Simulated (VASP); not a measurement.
# Cu (P6_3/mmc) in VASP: notebook

The runs below take Cu through single point, with PBE.

Program: VASP 6.6.1. These are calculated values, not measurements. Logs are shortened: lines on timing, memory, paths and dates and some standing lists are left out, and cuts for length are marked.

## Step 1: The cell of the first run

It takes space group P6_3/mmc (No. 194, hexagonal). Conventional cell: a = 2.474 Å, b = 2.474 Å, c = 4.051 Å, α = 90.00°, β = 90.00°, γ = 120.00°. Within 3.3 Å of Cu (site symmetry -6m2) lie 12 Cu at 2.47 to 2.48 Å.

## Step 2: Single point, PBE

Input file INCAR:

```
PREC = Accurate
ENCUT = 520
EDIFF = 1E-6
ISMEAR = -1
SIGMA = 0.1
LREAL = F
LASPH = T
NELM = 80
ALGO = Normal
ISIF = 2
LWAVE = F
LCHARG = T
GGA = PE
LELF = T
LVHAR = T
NBANDS = 18
```

Input file KPOINTS:

```
regular mesh
0
Gamma
  18 18 10
```

Input file POSCAR:

```
Cu
1.0
    2.4741973372      0.0000000000      0.0000000000
   -1.2370986686      2.1427177480      0.0000000000
    0.0000000000      0.0000000000      4.0508729660
Cu
2
Direct
    0.3333333333      0.6666666667      0.2500000000
    0.6666666667      0.3333333333      0.7500000000
```

Potentials or basis: VASP PAW PBE potentials, release 64 (Cu).

The run is started by

```sh
cat potpaw_PBE.64/Cu/POTCAR > POTCAR
mpirun -np 1 vasp_std > vasp.out
```

OUTCAR:

```text
PREC = Accurate
   ENCUT = 520
   EDIFF = 1E-6
   ISMEAR = -1
   LREAL = F
   LASPH = T
   NELM = 80
   ISIF = 2
   GGA = PE

 ion  position               nearest neighbor table
   1  0.333  0.667  0.250-   2 2.48   2 2.48   2 2.48   2 2.48   2 2.48   2 2.48
   2  0.667  0.333  0.750-   1 2.48   1 2.48   1 2.48   1 2.48   1 2.48   1 2.48

  LATTYP: Found a hexagonal cell.
 ALAT       =     2.4741973372
 C/A-ratio  =     1.6372473226

  Lattice vectors:

 A1 = (   2.4741973372,   0.0000000000,   0.0000000000)
 A2 = (  -1.2370986686,   2.1427177480,   0.0000000000)
 A3 = (   0.0000000000,   0.0000000000,   4.0508729660)

Analysis of symmetry for initial positions (statically):
=====================================================================
 Subroutine PRICEL returns:
 Original cell was already a primitive cell.

 Routine SETGRP: Setting up the symmetry group for a
 hexagonal supercell.

 Subroutine GETGRP returns: Found 24 space group operations
 (whereof 12 operations were pure point group operations)
 out of a pool of 24 trial point group operations.

The static configuration has the point symmetry D_3d.
 The point group associated with its full space group is D_6h.

Analysis of symmetry for dynamics (positions and initial velocities):
=====================================================================
 Subroutine PRICEL returns:
 Original cell was already a primitive cell.

 Routine SETGRP: Setting up the symmetry group for a
 hexagonal supercell.

 Subroutine GETGRP returns: Found 24 space group operations
 (whereof 12 operations were pure point group operations)
 out of a pool of 24 trial point group operations.

The dynamic configuration has the point symmetry D_3d.
 The point group associated with its full space group is D_6h.

 Subroutine INISYM returns: Found 24 space group operations
 (whereof 12 operations are pure point group operations),
 and found     1 'primitive' translations

----------------------------------------------------------------------------------------

                                     Primitive cell
[... 75 lines left out ...]
   total plane-waves  NPLWV =   9720
   dimension x,y,z NGX =    18 NGY =   18 NGZ =   30
   dimension x,y,z NGXF=    36 NGYF=   36 NGZF=   60
   ions per type =               2
   NGX,Y,Z   is equivalent  to a cutoff of  12.09, 12.09, 12.31 a.u.
   NGXF,Y,Z  is equivalent  to a cutoff of  24.19, 24.19, 24.62 a.u.
 SYSTEM =  unknown system
   PREC   = accura    normal or accurate (medium, high low for compatibility)
   ISTART =      0    job   : 0-new  1-cont  2-samecut
   ICHARG =      2    charge: 1-file 2-atom 10-const
   ISPIN  =      1    spin polarized calculation?
   LNONCOLLINEAR =      F non collinear calculations
   LSORBIT =      F    spin-orbit coupling
   LASPH  =      T    aspherical Exc in radial PAW
   ENCUT  =  520.0 eV  38.22 Ry    6.18 a.u.   4.60  4.60  7.53*2*pi/ulx,y,z
   NELM   =     80;   NELMIN=  2; NELMDL= -5     # of ELM steps
   EDIFF  = 0.1E-05   stopping-criterion for ELM
   LREAL  =      F    real-space projection
   EDIFFG = 0.1E-04   stopping-criterion for IOM
   NSW    =      0    number of steps for IOM
   IBRION =     -1    ionic relax: 0-MD 1-quasi-New 2-CG
   NFREE  =      0    steps in history (QN), initial steepest desc. (CG)
   ISIF   =      2    stress and relaxation
   ISYM   =      2    0-nonsym 1-usesym 2-fastsym
   POTIM  = 0.5000    time-step for ionic-motion
   TEBEG  =    0.0;   TEEND  =   0.0 temperature during run
   PSTRESS=    0.0 pullay stress
   NELECT =      22.0000    total number of electrons
   NUPDOWN=      -1.0000    fix difference up-down
   EMIN   =  10.00;   EMAX   =-10.00  energy-range for DOS
   EFERMI =   0.00;   METHOD = LEGACY
   ISMEAR =    -1;   SIGMA  =   0.10  broadening in eV -4-tet -1-fermi 0-gaus
   EFERMI_NEDOS =   21; number of points for ismear=-14 and -15
   IALGO  =     38    algorithm
   IMIX   =      4    mixing-type and parameters
     AMIX     =   0.40;   BMIX     =  1.00
     AMIX_MAG =   1.60;   BMIX_MAG =  1.00
  volume/ion in A,a.u.               =      10.74        72.46
  Fermi-wavevector in a.u.,A,eV,Ry     =   1.650313  3.118640 37.055932  2.723534
  Thomas-Fermi vector in A             =   2.739284
   LORBIT       =      0    0 simple, 1 ext, 2 COOP (PROOUT), +10 PAW based schemes
   GGA     = PE    functional components
   LHFCALC =     F    Hartree Fock is set to
   AEXX    =    0.0000 exact exchange contribution
   IVDW    =     0    specifies the selected vdW correction
   LEPSILON=     F    determine dielectric tensor
   LRPA    =     F    only Hartree local field effects (RPA)
 non-spin polarized calculation
  energy-cutoff  :      520.00
  volume of cell :       21.48
 maximum number of plane-waves:       592
   NGX =  9   NGY =  9   NGZ = 15

 number of electron      21.9999979 magnetization

 Free energy of the ion-electron system (eV)
  ---------------------------------------------------
  ext. energy  EPLUGINS =         0.00000000
  ---------------------------------------------------
  free energy    TOTEN  =        -7.29983239 eV

  energy without entropy =       -7.27620905  energy(sigma->0) =       -7.28802072

 E-fermi :   8.7970     XC(G=0): -13.2886

 val. band max:        8.7831503089   @ k =   0.2222   0.2222   0.5000
 cond. band min:       8.8234425311   @ k =   0.5000   0.0000   0.0000
 fundamental gap:      0.0402922222
 Fermi energy:         8.7969536705

 k-point     1 :       0.0000    0.0000    0.0000
  band No.  band energies     occupation
      1      -1.2747      2.00000
      2       3.1730      2.00000
      3       5.4695      2.00000
      4       5.5478      2.00000
      5       5.5478      2.00000
      6       5.7877      2.00000
[... 481 lines left out ...]
      5       5.3985      2.00000
      6       5.5722      2.00000
[... 10 lines left out ...]
     17      22.0149      0.00000
     18      28.5015      0.00000

 [... further k-points ...]
[... 5 lines left out ...]
  --------------------------------------------------------------------------------------
  -------------------------------------------------------------------------------------
  Total        2.7519000      2.7519000      2.7397157      0.0000000     -0.0000000      0.0000000
  in kB      205.3030065    205.3030065    204.3940041      0.0000000     -0.0000000      0.0000000
  external PRESSURE =     205.0000057 kB  Pullay stress =       0.0000000 kB

 VOLUME and BASIS-vectors are now :
 -----------------------------------------------------------------------------
  energy-cutoff  :      520.00
  volume of cell :       21.48
      direct lattice vectors                 reciprocal lattice vectors
     2.474197337  0.000000000  0.000000000     0.404171480  0.233348513  0.000000000
    -1.237098669  2.142717748  0.000000000     0.000000000  0.466697026  0.000000000
     0.000000000  0.000000000  4.050872966     0.000000000  0.000000000  0.246860370

 POSITION                                       TOTAL-FORCE (eV/Angst)
 -----------------------------------------------------------------------------------
     -0.00000      1.42848      1.01272        -0.000000      0.000000      0.000000
      1.23710      0.71424      3.03815         0.000000      0.000000      0.000000
 -----------------------------------------------------------------------------------
    total drift:                               -0.000000      0.000000     -0.000000

  FREE ENERGIE OF THE ION-ELECTRON SYSTEM (eV)
  ---------------------------------------------------
  free  energy   TOTEN  =        -7.2998323916 eV

  energy  without entropy=       -7.2762090491  energy(sigma->0) =       -7.28802072
```

OSZICAR:

```text
N       E                     dE             d eps       ncg     rms          rms(c)
DAV:   1     0.119511626138E+03    0.11951E+03   -0.10551E+04  8776   0.226E+03
DAV:   2    -0.286826762995E+01   -0.12238E+03   -0.11607E+03  8018   0.290E+02
DAV:   3    -0.911911868775E+01   -0.62509E+01   -0.60522E+01  8856   0.874E+01
DAV:   4    -0.918359862196E+01   -0.64480E-01   -0.64438E-01  9416   0.963E+00
DAV:   5    -0.918440579211E+01   -0.80717E-03   -0.80715E-03  9664   0.940E-01    0.110E+01
DAV:   6    -0.790630475848E+01    0.12781E+01   -0.10080E+01  8488   0.945E+01    0.476E+00
DAV:   7    -0.733094928939E+01    0.57536E+00   -0.18351E+00  8702   0.371E+01    0.932E-01
DAV:   8    -0.730277715386E+01    0.28172E-01   -0.11140E-02 11052   0.117E+00    0.399E-01
DAV:   9    -0.729979957377E+01    0.29776E-02   -0.35846E-03  9908   0.181E+00    0.278E-02
DAV:  10    -0.729983159292E+01   -0.32019E-04   -0.16628E-04  9826   0.160E-01    0.567E-03
DAV:  11    -0.729983266929E+01   -0.10764E-05   -0.25162E-06  8276   0.204E-02    0.244E-03
DAV:  12    -0.729983239159E+01    0.27770E-06   -0.37465E-07  4736   0.144E-02
   1 F= -.72998324E+01 E0= -.72880207E+01  d E =-.236233E-01
```

stdout:

```text
POSCAR found type information on POSCAR Cu
 POSCAR found :  1 types and       2 ions
 scaLAPACK will be used
 LDA part: xc-table for (Slater+PW92), standard interpolation
 POSCAR, INCAR and KPOINTS ok, starting setup
 FFT: planning ... GRIDC
 FFT: planning ... GRID_SOFT
 FFT: planning ... GRID
 WAVECAR not read
 entering main loop
```

Run time: 35 s. Hardware: 1 thread of Intel Xeon Platinum 8488C (Sapphire Rapids), shared host; peak memory 0.18 GiB.

Results:

```yaml
Free_energy: -7.2998 eV
Pressure: 20.5 GPa
Band_gap_on_the_k_mesh: zero (band 11 reaches 13.13 eV, above the bottom of band 12 at 6.72 eV)
```

Stress tensor (GPa, compression positive):
```
20.53  0.00  0.00
 0.00 20.53  0.00
 0.00  0.00 20.44
```

## Step 3: Single point, PBE

Input file INCAR:

```
SYSTEM = Cu
PREC = Accurate
ENCUT = 520
EDIFF = 1E-7
ISMEAR = -1
SIGMA = 0.1
LREAL = .FALSE.
LASPH = .TRUE.
NELM = 60
ALGO = Normal
ISIF = 2
LWAVE = .FALSE.
LCHARG = .FALSE.
GGA = PE
NBANDS = 18
```

Input file KPOINTS:

```
Automatic mesh
0
G
  18 18 10
  0 0 0
```

POSCAR is that of step 2.

Potentials or basis: VASP PAW PBE potentials, release 64 (Cu).

The run is started by

```sh
cat potpaw_PBE.64/Cu/POTCAR > POTCAR
mpirun -np 1 vasp_std > vasp.out
```

OUTCAR:

```text
SYSTEM = Cu
   PREC = Accurate
   ENCUT = 520
   EDIFF = 1E-7
   ISMEAR = -1
   LREAL = .FALSE.
   LASPH = .TRUE.
   NELM = 60
   ISIF = 2
   GGA = PE

 ion  position               nearest neighbor table
   1  0.333  0.667  0.250-   2 2.48   2 2.48   2 2.48   2 2.48   2 2.48   2 2.48
   2  0.667  0.333  0.750-   1 2.48   1 2.48   1 2.48   1 2.48   1 2.48   1 2.48

  LATTYP: Found a hexagonal cell.
 ALAT       =     2.4741973372
 C/A-ratio  =     1.6372473226

  Lattice vectors:
[... 191 lines left out ...]
      3       5.4695      2.00000
      4       5.5478      2.00000
      5       5.5478      2.00000
      6       5.7877      2.00000
[... 481 lines left out ...]
      5       5.3985      2.00000
      6       5.5722      2.00000
[... 10 lines left out ...]
     17      22.0148      0.00000
     18      28.5015      0.00000

 [... further k-points ...]
[... 5 lines left out ...]
  --------------------------------------------------------------------------------------
  -------------------------------------------------------------------------------------
  Total        2.7593816      2.7593816      2.7471998      0.0000000     -0.0000000      0.0000000
  in kB      205.8611616    205.8611616    204.9523489      0.0000000     -0.0000000      0.0000000
  external PRESSURE =     205.5582241 kB  Pullay stress =       0.0000000 kB

 VOLUME and BASIS-vectors are now :
 -----------------------------------------------------------------------------
  energy-cutoff  :      520.00
  volume of cell :       21.48
      direct lattice vectors                 reciprocal lattice vectors
     2.474197337  0.000000000  0.000000000     0.404171480  0.233348513  0.000000000
    -1.237098669  2.142717748  0.000000000     0.000000000  0.466697026  0.000000000
     0.000000000  0.000000000  4.050872966     0.000000000  0.000000000  0.246860370

 POSITION                                       TOTAL-FORCE (eV/Angst)
 -----------------------------------------------------------------------------------
     -0.00000      1.42848      1.01272        -0.000000      0.000000     -0.000000
      1.23710      0.71424      3.03815         0.000000     -0.000000      0.000000
 -----------------------------------------------------------------------------------
    total drift:                               -0.000000      0.000000     -0.000000

  FREE ENERGIE OF THE ION-ELECTRON SYSTEM (eV)
  ---------------------------------------------------
  free  energy   TOTEN  =        -7.2998323827 eV

  energy  without entropy=       -7.2762090341  energy(sigma->0) =       -7.28802071
```

OSZICAR:

```text
N       E                     dE             d eps       ncg     rms          rms(c)
DAV:   1     0.119511626138E+03    0.11951E+03   -0.10551E+04  8776   0.226E+03
DAV:   2    -0.286826762995E+01   -0.12238E+03   -0.11607E+03  8018   0.290E+02
DAV:   3    -0.911911868775E+01   -0.62509E+01   -0.60522E+01  8856   0.874E+01
DAV:   4    -0.918359862196E+01   -0.64480E-01   -0.64438E-01  9416   0.963E+00
DAV:   5    -0.918440579211E+01   -0.80717E-03   -0.80715E-03  9664   0.940E-01    0.110E+01
DAV:   6    -0.790630475848E+01    0.12781E+01   -0.10080E+01  8488   0.945E+01    0.476E+00
DAV:   7    -0.733094928939E+01    0.57536E+00   -0.18351E+00  8702   0.371E+01    0.932E-01
DAV:   8    -0.730277715386E+01    0.28172E-01   -0.11140E-02 11052   0.117E+00    0.399E-01
DAV:   9    -0.729979957381E+01    0.29776E-02   -0.35846E-03  9914   0.181E+00    0.278E-02
DAV:  10    -0.729983159361E+01   -0.32020E-04   -0.16628E-04  9828   0.160E-01    0.567E-03
DAV:  11    -0.729983267421E+01   -0.10806E-05   -0.25752E-06 10278   0.204E-02    0.243E-03
DAV:  12    -0.729983238887E+01    0.28534E-06   -0.35001E-07  8190   0.136E-02    0.353E-04
DAV:  13    -0.729983238267E+01    0.62032E-08   -0.10729E-08  4762   0.152E-03
   1 F= -.72998324E+01 E0= -.72880207E+01  d E =-.236233E-01
```

stdout:

```text
POSCAR found type information on POSCAR Cu
 POSCAR found :  1 types and       2 ions
 scaLAPACK will be used
 LDA part: xc-table for (Slater+PW92), standard interpolation
 POSCAR, INCAR and KPOINTS ok, starting setup
 FFT: planning ... GRIDC
 FFT: planning ... GRID_SOFT
 FFT: planning ... GRID
 WAVECAR not read
 entering main loop
```

It took 40 s on 1 thread of Intel Xeon Platinum 8488C (Sapphire Rapids), shared host; peak memory 0.18 GiB.

What came out:

```yaml
Free_energy: -7.2998 eV
Pressure: 20.6 GPa
Band_gap_on_the_k_mesh: zero (band 11 reaches 13.13 eV, above the bottom of band 12 at 6.72 eV)
```

Stress tensor (GPa, compression positive):
```
20.59  0.00  0.00
 0.00 20.59  0.00
 0.00  0.00 20.50
```
